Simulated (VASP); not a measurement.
# Mo (P6_3/mmc) in VASP: a series of runs, part 2 of 3

VASP 6.6.1. Earlier steps stand in the parts before.

## (3) Relaxation of shape and atoms at fixed volume, PBE

This run uses another cell than the first one, of 9.35 Å³/atom.

The input, INCAR:

```
SYSTEM = Mo
  PREC = Accurate
  ENCUT = 600
  EDIFF = 1E-6
  ISMEAR = -1
  SIGMA = 0.08
  LREAL = .FALSE.
  LASPH = .TRUE.
  NELM = 100
  ALGO = Normal
  ISIF = 4
  LWAVE = .FALSE.
  LCHARG = .FALSE.
  GGA = PE
  IBRION = 2
  NSW = 50
  EDIFFG = -0.005
```

The input, KPOINTS:

```
regular mesh
0
G
  15 15 8
  0 0 0
```

The input, POSCAR:

```
Mo
1.0
    2.3001012964      0.0000000000      0.0000000000
   -1.1500506482      1.9919461539      0.0000000000
    0.0000000000      0.0000000000      4.0796063326
Mo
2
Direct
    0.3333333333      0.6666666667      0.2500000000
    0.6666666667      0.3333333333      0.7500000000
```

Potentials or basis: VASP PAW PBE potentials, release 64 (Mo_sv).

Command:

```bash
$ cat potpaw_PBE.64/Mo_sv/POTCAR > POTCAR
$ mpirun -np 1 vasp_std > vasp.out
```

OUTCAR:

```text
SYSTEM = Mo
   PREC = Accurate
   ENCUT = 600
   EDIFF = 1E-6
   ISMEAR = -1
   LREAL = .FALSE.
   LASPH = .TRUE.
   NELM = 100
   ISIF = 4
   GGA = PE
   IBRION = 2
   NSW = 50
   EDIFFG = -0.005

 ion  position               nearest neighbor table
   1  0.333  0.667  0.250-   2 2.43   2 2.43   2 2.43   2 2.43   2 2.43   2 2.43   2 3.35   2 3.35
                             2 3.35   2 3.35   2 3.35   2 3.35
   2  0.667  0.333  0.750-   1 2.43   1 2.43   1 2.43   1 2.43   1 2.43   1 2.43   1 3.35   1 3.35
                             1 3.35   1 3.35   1 3.35   1 3.35

  LATTYP: Found a hexagonal cell.
 ALAT       =     2.3001012964
 C/A-ratio  =     1.7736637682

  Lattice vectors:

 A1 = (   2.3001012964,   0.0000000000,   0.0000000000)
 A2 = (  -1.1500506482,   1.9919461539,   0.0000000000)
 A3 = (   0.0000000000,   0.0000000000,   4.0796063326)

Analysis of symmetry for initial positions (statically):
=====================================================================
 Subroutine PRICEL returns:
 Original cell was already a primitive cell.

 Routine SETGRP: Setting up the symmetry group for a
 hexagonal supercell.

 Subroutine GETGRP returns: Found 24 space group operations
 (whereof 12 operations were pure point group operations)
 out of a pool of 24 trial point group operations.

The static configuration has the point symmetry D_3d.
 The point group associated with its full space group is D_6h.

Analysis of symmetry for dynamics (positions and initial velocities):
=====================================================================
 Subroutine PRICEL returns:
 Original cell was already a primitive cell.

 Routine SETGRP: Setting up the symmetry group for a
 hexagonal supercell.

 Subroutine GETGRP returns: Found 24 space group operations
 (whereof 12 operations were pure point group operations)
 out of a pool of 24 trial point group operations.

The dynamic configuration has the point symmetry D_3d.
 The point group associated with its full space group is D_6h.

 Subroutine INISYM returns: Found 24 space group operations
 (whereof 12 operations are pure point group operations),
 and found     1 'primitive' translations

----------------------------------------------------------------------------------------

                                     Primitive cell

  volume of cell :      18.6914

  direct lattice vectors                    reciprocal lattice vectors
     2.300101296  0.000000000  0.000000000     0.434763461  0.251010801  0.000000000
    -1.150050648  1.991946154  0.000000000     0.000000000  0.502021602  0.000000000
     0.000000000  0.000000000  4.079606333     0.000000000  0.000000000  0.245121690

  length of vectors
     2.300101296  2.300101296  4.079606333     0.502021602  0.502021602  0.245121690

  position of ions in fractional coordinates (direct lattice)
     0.333333333  0.666666667  0.250000000
     0.666666667  0.333333333  0.750000000

  ion indices of the primitive-cell ions
   primitive index   ion index
                 1           1
                 2           2

----------------------------------------------------------------------------------------

[... 49 lines left out ...]
  0.400000  0.200000  0.000000      6.000000
 [... further k-points ...]
   k-points           NKPTS =    135   k-points in BZ     NKDIM =    135   number of bands    NBANDS=     18
   number of dos      NEDOS =    301   number of ions     NIONS =      2
   total plane-waves  NPLWV =  11664
   dimension x,y,z NGX =    18 NGY =   18 NGZ =   36
   dimension x,y,z NGXF=    36 NGYF=   36 NGZF=   72
   ions per type =               2
   NGX,Y,Z   is equivalent  to a cutoff of  13.01, 13.01, 14.67 a.u.
   NGXF,Y,Z  is equivalent  to a cutoff of  26.02, 26.02, 29.34 a.u.
 SYSTEM =  Mo
   PREC   = accura    normal or accurate (medium, high low for compatibility)
   ISTART =      0    job   : 0-new  1-cont  2-samecut
   ICHARG =      2    charge: 1-file 2-atom 10-const
   ISPIN  =      1    spin polarized calculation?
   LNONCOLLINEAR =      F non collinear calculations
   LSORBIT =      F    spin-orbit coupling
   LASPH  =      T    aspherical Exc in radial PAW
   ENCUT  =  600.0 eV  44.10 Ry    6.64 a.u.   4.59  4.59  8.15*2*pi/ulx,y,z
   NELM   =    100;   NELMIN=  2; NELMDL= -5     # of ELM steps
   EDIFF  = 0.1E-05   stopping-criterion for ELM
   LREAL  =      F    real-space projection
   EDIFFG = -.5E-02   stopping-criterion for IOM
   NSW    =     50    number of steps for IOM
   IBRION =      2    ionic relax: 0-MD 1-quasi-New 2-CG
   NFREE  =      1    steps in history (QN), initial steepest desc. (CG)
   ISIF   =      4    stress and relaxation
   ISYM   =      2    0-nonsym 1-usesym 2-fastsym
   POTIM  = 0.5000    time-step for ionic-motion
   TEBEG  =    0.0;   TEEND  =   0.0 temperature during run
   PSTRESS=    0.0 pullay stress
   NELECT =      28.0000    total number of electrons
   NUPDOWN=      -1.0000    fix difference up-down
   EMIN   =  10.00;   EMAX   =-10.00  energy-range for DOS
   EFERMI =   0.00;   METHOD = LEGACY
   ISMEAR =    -1;   SIGMA  =   0.08  broadening in eV -4-tet -1-fermi 0-gaus
   EFERMI_NEDOS =   21; number of points for ismear=-14 and -15
   IALGO  =     38    algorithm
   IMIX   =      4    mixing-type and parameters
     AMIX     =   0.40;   BMIX     =  1.00
     AMIX_MAG =   1.60;   BMIX_MAG =  1.00
  volume/ion in A,a.u.               =       9.35        63.07
  Fermi-wavevector in a.u.,A,eV,Ry     =   1.873182  3.539800 47.740253  3.508810
  Thomas-Fermi vector in A             =   2.918393
   LORBIT       =      0    0 simple, 1 ext, 2 COOP (PROOUT), +10 PAW based schemes
   GGA     = PE    functional components
   LHFCALC =     F    Hartree Fock is set to
   AEXX    =    0.0000 exact exchange contribution
   IVDW    =     0    specifies the selected vdW correction
   LEPSILON=     F    determine dielectric tensor
   LRPA    =     F    only Hartree local field effects (RPA)
 conjugate gradient relaxation of ions
 non-spin polarized calculation
  energy-cutoff  :      600.00
  volume of cell :       18.69
 maximum number of plane-waves:       647
   NGX =  9   NGY =  9   NGZ = 17

--------------------------------------- Ionic step        1  -------------------------------------------

 number of electron      28.0000001 magnetization

 Free energy of the ion-electron system (eV)
  ---------------------------------------------------
  ext. energy  EPLUGINS =         0.00000000
  ---------------------------------------------------
  free energy    TOTEN  =       -10.78886473 eV

  energy without entropy =      -10.75505846  energy(sigma->0) =      -10.77196160

------------------------ aborting loop because EDIFF is reached ----------------------------------------

  FORCE on cell =-STRESS in cart. coord.  units (eV):
  Direction    XX          YY          ZZ          XY          YZ          ZX
  --------------------------------------------------------------------------------------
  -------------------------------------------------------------------------------------
  Total       46.5594592     46.5594592     37.8293712      0.0000000      0.0000000      0.0000000
  in kB     3990.9445638   3990.9445636   3242.6262263      0.0000000      0.0000000      0.0000000
  external PRESSURE =    3741.5051179 kB  Pullay stress =       0.0000000 kB
[... 203 lines left out ...]
--------------------------------------- Ionic step        7  -------------------------------------------

 number of electron      27.9999996 magnetization

 Free energy of the ion-electron system (eV)
  ---------------------------------------------------
  ext. energy  EPLUGINS =         0.00000000
  ---------------------------------------------------
  free energy    TOTEN  =       -11.09044487 eV

  energy without entropy =      -11.05823893  energy(sigma->0) =      -11.07434190

 E-fermi :  22.4148     XC(G=0): -16.5171

 val. band max:       22.4090935743   @ k =   0.0667   0.0000   0.0000
 cond. band min:      22.4271987430   @ k =   0.3333   0.2000   0.3750
 fundamental gap:      0.0181051686
 Fermi energy:        22.4147991246

 k-point     1 :       0.0000    0.0000    0.0000
  band No.  band energies     occupation
      1     -39.8269      2.00000
      2     -38.0835      2.00000
      3     -16.2916      2.00000
      4     -11.0476      2.00000
      5     -11.0476      2.00000
      6     -10.2372      2.00000
[... 481 lines left out ...]
      5     -13.3932      2.00000
      6     -13.3036      2.00000
[... 10 lines left out ...]
     17      29.1033      0.00000
     18      29.2910      0.00000

 [... further k-points ...]

------------------------ aborting loop because EDIFF is reached ----------------------------------------

  FORCE on cell =-STRESS in cart. coord.  units (eV):
  Direction    XX          YY          ZZ          XY          YZ          ZX
  --------------------------------------------------------------------------------------
  -------------------------------------------------------------------------------------
  Total       43.0084652     43.0084652     43.0028054      0.0000000      0.0000000      0.0000000
  in kB     3686.5634443   3686.5634430   3686.0783036      0.0000000      0.0000000      0.0000000
  external PRESSURE =    3686.4017303 kB  Pullay stress =       0.0000000 kB
[... 17 lines left out ...]
  FREE ENERGIE OF THE ION-ELECTRON SYSTEM (eV)
  ---------------------------------------------------
  free  energy   TOTEN  =       -11.0904448709 eV

  energy  without entropy=      -11.0582389292  energy(sigma->0) =      -11.07434190

 reached required accuracy - stopping structural energy minimisation
```

OSZICAR:

```text
N       E                     dE             d eps       ncg     rms          rms(c)
DAV:   1     0.340391891693E+03    0.34039E+03   -0.20212E+04  4868   0.197E+03
DAV:   2    -0.252165469040E+01   -0.34291E+03   -0.33684E+03  5256   0.559E+02
[... 51 lines left out ...]
   6 F= -.11090423E+02 E0= -.11074137E+02  d E =-.301559E+00
       N       E                     dE             d eps       ncg     rms          rms(c)
DAV:   1    -0.110908444689E+02   -0.42045E-03   -0.17500E-02  4868   0.141E+00    0.115E-01
DAV:   2    -0.110905378083E+02    0.30666E-03   -0.44968E-04  4982   0.228E-01    0.579E-02
DAV:   3    -0.110904447317E+02    0.93077E-04   -0.24637E-04  5370   0.153E-01    0.150E-02
DAV:   4    -0.110904448709E+02   -0.13921E-06   -0.65021E-06  4662   0.310E-02
   7 F= -.11090445E+02 E0= -.11074342E+02  d E =-.214858E-04
```

CONTCAR:

```text
Mo
   1.00000000000000
     2.3783028940248299    0.0000000000000000    0.0000000000000000
    -1.1891514470124149    2.0596707237598775    0.0000000000000000
     0.0000000000000000    0.0000000000000000    3.8157319117075001
  Mo
     2
Direct
     0.3333333332999970    0.6666666667000030    0.2500000000000000
     0.6666666667000030    0.3333333332999970    0.7500000000000000

  0.00000000E+00  0.00000000E+00  0.00000000E+00
  0.00000000E+00  0.00000000E+00  0.00000000E+00
```

It took 73 s on 1 thread of Intel Xeon 6975P-C (Granite Rapids), shared host; peak memory 0.17 GiB.

Results:

```yaml
Free_energy: -11.0904 eV
Energy_gained_by_relaxing: 150.8 meV/atom
Ionic_steps: 7
Pressure_after_relaxing: 368.6 GPa
Band_gap_on_the_k_mesh: zero (bands 14 and 15 overlap by 4.65 eV)
```

Step by step:
```
step  energy change (eV)  largest force (eV/Å)  pressure (GPa)  volume (Å³)
   1              0.0000                0.0000          374.15        18.69
   2             -0.0701                0.0000          376.58        18.69
   3             -0.2995                0.0000          369.00        18.69
   4             -0.3013                0.0000          368.79        18.69
   5             -0.3016                0.0000          368.63        18.69
   6             -0.3016                0.0000          368.70        18.69
   7             -0.3016                0.0000          368.64        18.69
```

Final structure:
```yaml
crystal:
  lattice:
    - [2.37830, 0.00000, 0.00000]
    - [-1.18915, 2.05967, 0.00000]
    - [0.00000, 0.00000, 3.81573]
  atoms:
    - { symbol: Mo, position: [0.33333, 0.66667, 0.25000] }
    - { symbol: Mo, position: [0.66667, 0.33333, 0.75000] }
```

## (4) Relaxation of shape and atoms at fixed volume, PBE

This run uses another cell than the first one, of 10.96 Å³/atom.

The input, INCAR:

```
SYSTEM = Mo
  ALGO = Normal
  EDIFF = 1E-6
  EDIFFG = -0.005
  ENCUT = 600
  GGA = PE
  IBRION = 2
  ISIF = 4
  ISMEAR = -1
  LASPH = .TRUE.
  LCHARG = .FALSE.
  LREAL = .FALSE.
  LWAVE = .FALSE.
  NELM = 100
  NSW = 50
  PREC = Accurate
  SIGMA = 0.08
```

The input, KPOINTS:

```
k-points
0
G
  15 15 8
  0 0 0
```

The input, POSCAR:

```
Mo
1.0
    2.4253472954      0.0000000000      0.0000000000
   -1.2126736477      2.1004123708      0.0000000000
    0.0000000000      0.0000000000      4.3017506232
Mo
2
Direct
    0.3333333333      0.6666666667      0.2500000000
    0.6666666667      0.3333333333      0.7500000000
```

Potentials or basis: VASP PAW PBE potentials, release 64 (Mo_sv).

Command:

```bash
$ cat potpaw_PBE.64/Mo_sv/POTCAR > POTCAR
$ mpirun -np 1 vasp_std > vasp.out
```

OUTCAR:

```text
SYSTEM = Mo
   EDIFF = 1E-6
   EDIFFG = -0.005
   ENCUT = 600
   GGA = PE
   IBRION = 2
   ISIF = 4
   ISMEAR = -1
   LASPH = .TRUE.
   LREAL = .FALSE.
   NELM = 100
   NSW = 50
   PREC = Accurate

 ion  position               nearest neighbor table
   1  0.333  0.667  0.250-   2 2.57   2 2.57   2 2.57   2 2.57   2 2.57   2 2.57
   2  0.667  0.333  0.750-   1 2.57   1 2.57   1 2.57   1 2.57   1 2.57   1 2.57

  LATTYP: Found a hexagonal cell.
 ALAT       =     2.4253472954
 C/A-ratio  =     1.7736637682

  Lattice vectors:

 A1 = (   2.4253472954,   0.0000000000,   0.0000000000)
 A2 = (  -1.2126736477,   2.1004123708,   0.0000000000)
 A3 = (   0.0000000000,   0.0000000000,   4.3017506232)

Analysis of symmetry for initial positions (statically):
=====================================================================
 Subroutine PRICEL returns:
 Original cell was already a primitive cell.

 Routine SETGRP: Setting up the symmetry group for a
 hexagonal supercell.

 Subroutine GETGRP returns: Found 24 space group operations
 (whereof 12 operations were pure point group operations)
[... 169 lines left out ...]
------------------------ aborting loop because EDIFF is reached ----------------------------------------

  FORCE on cell =-STRESS in cart. coord.  units (eV):
  Direction    XX          YY          ZZ          XY          YZ          ZX
  --------------------------------------------------------------------------------------
  -------------------------------------------------------------------------------------
  Total       28.5648150     28.5648150     23.5375082     -0.0000000      0.0000000      0.0000000
  in kB     2088.4220209   2088.4220209   1720.8671072     -0.0000000      0.0000000      0.0000000
  external PRESSURE =    1965.9037163 kB  Pullay stress =       0.0000000 kB
[... 239 lines left out ...]
--------------------------------------- Ionic step        8  -------------------------------------------

 number of electron      28.0000002 magnetization

 Free energy of the ion-electron system (eV)
  ---------------------------------------------------
  ext. energy  EPLUGINS =         0.00000000
  ---------------------------------------------------
  free energy    TOTEN  =       -16.53513367 eV

  energy without entropy =      -16.50049503  energy(sigma->0) =      -16.51781435

 E-fermi :  18.7686     XC(G=0): -15.4843

 val. band max:       18.7622906887   @ k =   0.2000  -0.0000   0.3750
 cond. band min:      18.7868834688   @ k =   0.3333   0.0667   0.0000
 fundamental gap:      0.0245927801
 Fermi energy:        18.7686066930

 k-point     1 :       0.0000    0.0000    0.0000
  band No.  band energies     occupation
      1     -42.5091      2.00000
      2     -41.4277      2.00000
      3     -18.3707      2.00000
      4     -14.9243      2.00000
      5     -14.9243      2.00000
      6     -14.3367      2.00000
[... 481 lines left out ...]
      5     -16.3716      2.00000
      6     -16.3337      2.00000
[... 10 lines left out ...]
     17      24.5982      0.00000
     18      24.9237      0.00000

 [... further k-points ...]
[... 5 lines left out ...]
  --------------------------------------------------------------------------------------
  -------------------------------------------------------------------------------------
  Total       26.1223812     26.1223812     26.1163708     -0.0000000      0.0000000     -0.0000000
  in kB     1909.8515470   1909.8515468   1909.4121205     -0.0000000      0.0000000     -0.0000000
  external PRESSURE =    1909.7050714 kB  Pullay stress =       0.0000000 kB
[... 17 lines left out ...]
  FREE ENERGIE OF THE ION-ELECTRON SYSTEM (eV)
  ---------------------------------------------------
  free  energy   TOTEN  =       -16.5351336658 eV

  energy  without entropy=      -16.5004950266  energy(sigma->0) =      -16.51781435

 reached required accuracy - stopping structural energy minimisation
```

It took 82 s on 1 thread of Intel Xeon 6975P-C (Granite Rapids), shared host; peak memory 0.18 GiB.

Results:

| Property | Result |
| --- | --- |
| Free energy | -16.5351 eV |
| Energy gained by relaxing | 90.1 meV/atom |
| Ionic steps | 8 |
| Pressure after relaxing | 191.0 GPa |
| Band gap on the k mesh | zero (bands 14 and 15 overlap by 3.68 eV) |

The path:
```tsv
step	energy change (eV)	largest force (eV/Å)	pressure (GPa)	volume (Å³)
1	0.0000	0.0000	196.59	21.91
2	-0.1796	0.0000	191.11	21.91
3	-0.1802	0.0000	190.96	21.91
4	-0.1802	0.0000	191.01	21.91
5	-0.1802	0.0000	190.97	21.91
6	-0.1802	0.0000	190.96	21.91
7	-0.1802	0.0000	190.97	21.91
8	-0.1802	0.0000	190.97	21.91
```

Final structure:
```
Mo
1.0
     2.52211    0.00000    0.00000
    -1.26106    2.18421    0.00000
     0.00000    0.00000    3.97800
Mo
2
Direct
  0.33333 0.66667 0.25000
  0.66667 0.33333 0.75000
```

(Continued in part 3 of 3.)

The gap in the log of VASP goes by the Fermi energy; the results here count the filled bands.